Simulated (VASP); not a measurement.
WF2:

```
W F
1.0
     2.75323    0.00000    0.00000
    -1.37661    2.38436    0.00000
     0.00000    0.00000    6.16176
W F
1 2
Cartesian
  0.0000 0.0000 0.0000
  0.0000 1.5896 1.5079
  1.3766 0.7948 4.6539
```

Base run:

* Program: VASP 6.6.1
* Functional: PBEsol
* Potentials or basis: VASP PAW PBE potentials, release 64 (W_sv, F)
* Cutoff: 520 eV
* k mesh: 18 × 18 × 8
* Occupations: gaussian, width 0.1 eV
* Spin: collinear spin
* Starting moments: [2.5, 0.0, 0.0] μB

Its results: band gap on the k mesh zero (filled and empty bands overlap); pressure 1.1 GPa; net moment 0.00 μB per cell; largest force 0.133 eV/Å.

The run is repeated on the same cell with these changes: functional from PBEsol to r2SCAN. What comes out?

Band gap on the k mesh zero (filled and empty bands overlap); pressure 3.0 GPa; net moment 0.00 μB per cell; largest force 0.392 eV/Å.

Caveats: the PAW data sets were made with another functional, which shifts forces and pressure a little; spin-orbit coupling is left out, which moves the levels of the heavy elements.
